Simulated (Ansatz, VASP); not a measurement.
## Nb: VASP beside Ansatz

```xyz
4
Lattice="3.1217 0.0000 0.0000 -1.5609 2.7035 0.0000 0.0000 0.0000 9.1451" Properties=species:S:1:pos:R:3 pbc="T T T"
Nb    0.0000    1.8023    1.0611
Nb    1.5609    0.9012    5.6337
Nb    0.0000    1.8023    3.5114
Nb    1.5609    0.9012    8.0839
```

Alike in both runs: functional PBE; k mesh 6 × 6 × 2; occupations gaussian, width 0.1 eV; no spin polarisation.

Ansatz relaxed the structure, and its values are those at the end. VASP's run is a single point on that final structure, the one shown.

|  | VASP | Ansatz |
| --- | --- | --- |
| version | VASP 6.6.1 | Ansatz 0.2.0 |
| potentials or method | VASP PAW PBE potentials, release 64 (Nb_sv), cutoff 520 eV | scalar-relativistic, plane waves, PAW |
| valence electrons in the cell | 52 | 52 |

VASP gave:

* gap on the k mesh at the Fermi level (eV): none
* pressure (GPa): -0.5
* rms of the force components (eV/Å): 0.014

Q: Which values does Ansatz return?

A: gap on the k mesh at the Fermi level (eV): none; pressure (GPa): -0.2; rms of the force components (eV/Å): 0.001.

A gap of «none» marks a metal or a gap that the smearing closes. The functional is the same, so the differences come from potentials, cutoffs and numerics.

The k mesh is coarse, so the values compare programs but aren't converged.
